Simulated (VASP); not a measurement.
# W (Fd-3m) in VASP: single point with PBEsol

Aim: the single point of W with PBEsol.

Program: VASP 6.6.1. These are calculated values, not measurements. Logs are shortened: lines on timing, memory, paths and dates and some standing lists are left out, and cuts for length are marked.

### 1 The cell of the first run

The structure is cubic, space group Fd-3m (No. 227). The conventional cell has a = 5.261 Å, b = 5.261 Å, c = 5.261 Å, α = 90.00°, β = 90.00°, γ = 90.00°. W (site symmetry -43m) has 4 W at 2.28 Å within 3.0 Å.

This isn't the form of W at room conditions, which is bcc.

### 2 Single point, PBEsol

File INCAR:

```
SYSTEM = W
PREC = Accurate
ENCUT = 500
EDIFF = 1E-6
ISMEAR = 0
SIGMA = 0.1
LREAL = .FALSE.
LASPH = .TRUE.
NELM = 120
ALGO = Normal
ISIF = 2
LWAVE = .FALSE.
LCHARG = .TRUE.
GGA = PS
LELF = .TRUE.
LVHAR = .TRUE.
NBANDS = 21
GGA_COMPAT = .FALSE.
```

File KPOINTS:

```
regular mesh
0
G
  6 6 6
  0 0 0
```

File POSCAR:

```
W
1.0
    0.0000000000      2.6305023253      2.6305023253
    2.6305023253      0.0000000000      2.6305023253
    2.6305023253      2.6305023253      0.0000000000
W
2
Direct
    0.5000000000      0.5000000000      0.5000000000
    0.7500000000      0.7500000000      0.7500000000
```

Potentials or basis: VASP PAW PBE potentials, release 64 (W_sv).

Command:

```bash
$ cat potpaw_PBE.64/W_sv/POTCAR > POTCAR
$ mpirun -np 1 vasp_std > vasp.out
```

OUTCAR:

```text
SYSTEM = W
   PREC = Accurate
   ENCUT = 500
   EDIFF = 1E-6
   ISMEAR = 0
   LREAL = .FALSE.
   LASPH = .TRUE.
   NELM = 120
   ISIF = 2
   GGA = PS

 ion  position               nearest neighbor table
   1  0.500  0.500  0.500-   2 2.28   2 2.28   2 2.28   2 2.28
   2  0.750  0.750  0.750-   1 2.28   1 2.28   1 2.28   1 2.28

  LATTYP: Found a face centered cubic cell.
 ALAT       =     5.2610046506

  Lattice vectors:

 A1 = (   0.0000000000,   2.6305023253,   2.6305023253)
 A2 = (   2.6305023253,   0.0000000000,   2.6305023253)
 A3 = (   2.6305023253,   2.6305023253,   0.0000000000)

Analysis of symmetry for initial positions (statically):
=====================================================================
 Subroutine PRICEL returns:
 Original cell was already a primitive cell.

 Routine SETGRP: Setting up the symmetry group for a
 face centered cubic supercell.

 Subroutine GETGRP returns: Found 48 space group operations
 (whereof 24 operations were pure point group operations)
 out of a pool of 48 trial point group operations.

The static configuration has the point symmetry T_d .
 The point group associated with its full space group is O_h .

Analysis of symmetry for dynamics (positions and initial velocities):
=====================================================================
 Subroutine PRICEL returns:
 Original cell was already a primitive cell.

 Routine SETGRP: Setting up the symmetry group for a
 face centered cubic supercell.

 Subroutine GETGRP returns: Found 48 space group operations
 (whereof 24 operations were pure point group operations)
 out of a pool of 48 trial point group operations.

The dynamic configuration has the point symmetry T_d .
 The point group associated with its full space group is O_h .

 Subroutine INISYM returns: Found 48 space group operations
 (whereof 24 operations are pure point group operations),
 and found     1 'primitive' translations

----------------------------------------------------------------------------------------

                                     Primitive cell

  volume of cell :      36.4037

  direct lattice vectors                    reciprocal lattice vectors
     0.000000000  2.630502325  2.630502325    -0.190077764  0.190077764  0.190077764
     2.630502325  0.000000000  2.630502325     0.190077764 -0.190077764  0.190077764
     2.630502325  2.630502325  0.000000000     0.190077764  0.190077764 -0.190077764

[... 62 lines left out ...]
   NGX,Y,Z   is equivalent  to a cutoff of  12.51, 12.51, 12.51 a.u.
   NGXF,Y,Z  is equivalent  to a cutoff of  25.03, 25.03, 25.03 a.u.
 SYSTEM =  W
   PREC   = accura    normal or accurate (medium, high low for compatibility)
   ISTART =      0    job   : 0-new  1-cont  2-samecut
   ICHARG =      2    charge: 1-file 2-atom 10-const
   ISPIN  =      1    spin polarized calculation?
   LNONCOLLINEAR =      F non collinear calculations
   LSORBIT =      F    spin-orbit coupling
   LASPH  =      T    aspherical Exc in radial PAW
   ENCUT  =  500.0 eV  36.75 Ry    6.06 a.u.   6.78  6.78  6.78*2*pi/ulx,y,z
   NELM   =    120;   NELMIN=  2; NELMDL= -5     # of ELM steps
   EDIFF  = 0.1E-05   stopping-criterion for ELM
   LREAL  =      F    real-space projection
[... 7 lines left out ...]
   TEBEG  =    0.0;   TEEND  =   0.0 temperature during run
   PSTRESS=    0.0 pullay stress
   NELECT =      28.0000    total number of electrons
   NUPDOWN=      -1.0000    fix difference up-down
   EMIN   =  10.00;   EMAX   =-10.00  energy-range for DOS
   EFERMI =   0.00;   METHOD = LEGACY
   ISMEAR =     0;   SIGMA  =   0.10  broadening in eV -4-tet -1-fermi 0-gaus
   EFERMI_NEDOS =   21; number of points for ismear=-14 and -15
   IALGO  =     38    algorithm
   IMIX   =      4    mixing-type and parameters
     AMIX     =   0.40;   BMIX     =  1.00
     AMIX_MAG =   1.60;   BMIX_MAG =  1.00
  volume/ion in A,a.u.               =      18.20       122.83
  Fermi-wavevector in a.u.,A,eV,Ry     =   1.499957  2.834508 30.611355  2.249871
  Thomas-Fermi vector in A             =   2.611520
   LORBIT       =      0    0 simple, 1 ext, 2 COOP (PROOUT), +10 PAW based schemes
   GGA     = PS    functional components
   LHFCALC =     F    Hartree Fock is set to
   AEXX    =    0.0000 exact exchange contribution
   IVDW    =     0    specifies the selected vdW correction
   LEPSILON=     F    determine dielectric tensor
   LRPA    =     F    only Hartree local field effects (RPA)
 non-spin polarized calculation
 Gauss-broadening in eV      SIGMA  =   0.10
  energy-cutoff  :      500.00
  volume of cell :       36.40
 maximum number of plane-waves:       941
   NGX = 13   NGY = 13   NGZ = 13

 number of electron      27.9999995 magnetization

 Free energy of the ion-electron system (eV)
  ---------------------------------------------------
  ext. energy  EPLUGINS =         0.00000000
  ---------------------------------------------------
  free energy    TOTEN  =       -20.23029924 eV

  energy without entropy =      -20.22767609  energy(sigma->0) =      -20.22898767

 E-fermi :   8.6076     XC(G=0): -12.5025

 val. band max:        8.4081399783   @ k =  -0.1667   0.1667   0.0000
 cond. band min:       8.6145797055   @ k =   0.1667   0.1667   0.0000
 fundamental gap:      0.2064397271
 Fermi energy:         8.6075562837

 k-point     1 :       0.0000    0.0000    0.0000
  band No.  band energies     occupation
      1     -64.7467      2.00000
      2     -63.7732      2.00000
      3     -29.7923      2.00000
      4     -29.7923      2.00000
      5     -29.7923      2.00000
      6     -27.8041      2.00000
[... 373 lines left out ...]
     20      14.6794      0.00000
     21      15.4513      0.00000

------------------------ aborting loop because EDIFF is reached ----------------------------------------

  FORCE on cell =-STRESS in cart. coord.  units (eV):
  Direction    XX          YY          ZZ          XY          YZ          ZX
  --------------------------------------------------------------------------------------
  -------------------------------------------------------------------------------------
  Total       14.1655639     14.1655639     14.1655639      0.0000000     -0.0000000      0.0000000
  in kB      623.4453428    623.4453428    623.4453428      0.0000000     -0.0000000      0.0000000
  external PRESSURE =     623.4453428 kB  Pullay stress =       0.0000000 kB

 VOLUME and BASIS-vectors are now :
 -----------------------------------------------------------------------------
  energy-cutoff  :      500.00
  volume of cell :       36.40
      direct lattice vectors                 reciprocal lattice vectors
     0.000000000  2.630502325  2.630502325    -0.190077764  0.190077764  0.190077764
     2.630502325  0.000000000  2.630502325     0.190077764 -0.190077764  0.190077764
     2.630502325  2.630502325  0.000000000     0.190077764  0.190077764 -0.190077764

 POSITION                                       TOTAL-FORCE (eV/Angst)
 -----------------------------------------------------------------------------------
      2.63050      2.63050      2.63050        -0.000000     -0.000000     -0.000000
      3.94575      3.94575      3.94575         0.000000      0.000000      0.000000
 -----------------------------------------------------------------------------------
    total drift:                                0.000000      0.000000      0.000000

  FREE ENERGIE OF THE ION-ELECTRON SYSTEM (eV)
  ---------------------------------------------------
  free  energy   TOTEN  =       -20.2302992449 eV

  energy  without entropy=      -20.2276760885  energy(sigma->0) =      -20.22898767
```

OSZICAR:

```text
N       E                     dE             d eps       ncg     rms          rms(c)
DAV:   1     0.309544405664E+03    0.30954E+03   -0.17296E+04   672   0.151E+03
DAV:   2    -0.107158229742E+02   -0.32026E+03   -0.31024E+03   740   0.455E+02
DAV:   3    -0.204485730883E+02   -0.97328E+01   -0.96014E+01   765   0.831E+01
DAV:   4    -0.205433067769E+02   -0.94734E-01   -0.94579E-01   762   0.889E+00
DAV:   5    -0.205446004884E+02   -0.12937E-02   -0.12937E-02   750   0.104E+00    0.349E+01
DAV:   6    -0.203339587668E+02    0.21064E+00   -0.82086E-02   751   0.302E+00    0.192E+01
DAV:   7    -0.202308598684E+02    0.10310E+00   -0.10857E-01   737   0.331E+00    0.351E-01
DAV:   8    -0.202303016206E+02    0.55825E-03   -0.10093E-02   687   0.877E-01    0.189E-01
DAV:   9    -0.202302950649E+02    0.65557E-05   -0.13206E-04   785   0.101E-01    0.650E-02
DAV:  10    -0.202302999791E+02   -0.49142E-05   -0.23552E-05   717   0.529E-02    0.311E-03
DAV:  11    -0.202302992449E+02    0.73417E-06   -0.93471E-07   414   0.877E-03
   1 F= -.20230299E+02 E0= -.20228988E+02  d E =-.262316E-02
```

stdout:

```text
POSCAR found type information on POSCAR W
 POSCAR found :  1 types and       2 ions
 scaLAPACK will be used
 -----------------------------------------------------------------------------
|                                                                             |
|                                                                             |
|     You enforced a specific xc type in the INCAR file but a different       |
|     I HOPE YOU KNOW WHAT YOU ARE DOING!                                     |
|                                                                             |
 -----------------------------------------------------------------------------

 LDA part: xc-table for (Slater+PW92), standard interpolation
 POSCAR, INCAR and KPOINTS ok, starting setup
 FFT: planning ... GRIDC
 FFT: planning ... GRID_SOFT
 FFT: planning ... GRID
 WAVECAR not read
 entering main loop
```

It took 12 s on 1 thread of Intel Xeon Platinum 8259CL at 2.50GHz (Skylake/Cascade Lake), shared host; peak memory 0.15 GiB.

What came out:

```yaml
Free_energy: -20.2303 eV
Pressure: 62.3 GPa
Band_gap_on_the_k_mesh: zero (bands 14 and 15 overlap by 1.02 eV)
```

Caveat: the cell stands under pressure; the PAW data sets were made with another functional, which shifts forces and pressure a little; spin-orbit coupling is left out, which moves the levels of the heavy elements.

The gap in the log of VASP goes by the Fermi energy; the results here count the filled bands.